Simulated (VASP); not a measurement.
Runs of VASP 6.6.1 on Pb. The structure is that of space group P6_3/mmc (No. 194), or close to it. The cells are those of the table. This isn't the form of Pb at room conditions, which is fcc.

```csv
task,spin,cell,cutoff (eV),gap on the mesh (eV),pressure (GPa),moment (μB),relaxed volume (Å³/atom)
single point,off,"a = 3.504, b = 3.504, c = 5.796 Å, angles 90.0, 90.0, 120.0°, 2 atoms",520,none,0.0,-,-
relaxation of cell and atoms,"collinear, zero start","relaxed from a = 3.409, b = 3.409, c = 5.476 Å, angles 90.0, 90.0, 120.0°, 2 atoms",600,none,0.0,0.00,(a)
single point,"collinear, zero start","a = 3.504, b = 3.504, c = 5.796 Å, angles 90.0, 90.0, 120.0°, 2 atoms",520,none,0.0,0.00,-
relaxation of cell and atoms,off,"relaxed from a = 3.409, b = 3.409, c = 5.476 Å, angles 90.0, 90.0, 120.0°, 2 atoms",600,none,0.0,-,30.82
```

Alike in all rows: level r2SCAN; potentials or basis VASP PAW PBE potentials, release 64 (Pb_d); k mesh 11 × 11 × 6; smearing fermi-dirac 0.05 eV.

Question: Fill in the values left out.

Answer: (a) 30.83.

Caveats: the PAW data sets were made with another functional, which shifts forces and pressure a little; spin-orbit coupling is left out, which moves the levels of the heavy elements.

A k mesh can miss the band edges, and the runs leave out spin-orbit coupling on Pb.

A gap of «none» marks levels without a gap at the run's occupations.
